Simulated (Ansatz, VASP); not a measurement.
Two plane-wave programs on Sr

The input INCAR:

```
  PREC = Accurate
  ENCUT = 520
  EDIFF = 1E-8
  ISMEAR = -1
  SIGMA = 0.08
  LREAL = False
  LASPH = True
  NELM = 80
  ALGO = Normal
  ISIF = 2
  LWAVE = False
  LCHARG = False
  LEFG = True
  NBANDS = 11
```

The input KPOINTS:

```
Automatic mesh
0
Gamma
  10 10 10
```

File POSCAR:

```
Sr
1.0
    0.0000000000      3.1020190703      3.1020190703
    3.1020190703      0.0000000000      3.1020190703
    3.1020190703      3.1020190703      0.0000000000
Sr
1
Direct
    0.0000000000      0.0000000000      0.0000000000
```

Input for Ansatz:

```yaml
crystal:
  lattice:
    - [0.0, 3.1020190703, 3.1020190703]
    - [3.1020190703, 0.0, 3.1020190703]
    - [3.1020190703, 3.1020190703, 0.0]
  atoms:
    - { symbol: Sr, position: [0.0, 0.0, 0.0] }
kpoints:
  mp_grid: { grid: [10, 10, 10] }
scf:
  occupations: { method: fermi_dirac, width: 0.08 }
hamiltonian:
  xc: lda
  pseudopotentials: { kind: paw }
output:
  forces: true
  stress: true
  eigenvalues: true
  efg: { contact_densities: true }
  write_density: true
  write_potential: true
  elf: true
  volumetric_format: npy
```

Change from the starting cell: volume scaled by 1.06, PAW files.

Alike in both runs: task electric field gradients; functional LDA; k mesh 10 × 10 × 10; occupations fermi-dirac, width 0.08 eV; no spin polarisation.

|  | VASP | Ansatz |
| --- | --- | --- |
| version | VASP 6.6.1 | Ansatz 0.2.0 |
| potentials or method | VASP PAW LDA potentials, release 64 (Sr_sv) | PAW with Ansatz's default frozen-core files, scalar-relativistic |
| plane-wave cutoff (eV) | 520 | 420 |
| valence electrons in the cell | 10 | 10 |

|  | VASP | Ansatz | Ansatz less VASP |
| --- | --- | --- | --- |
| pressure (GPa) | -2.0 | -2.0 | +0.01 |

LDA's correlation is that of Perdew and Zunger in VASP and of Perdew and Wang (1992) in Ansatz.
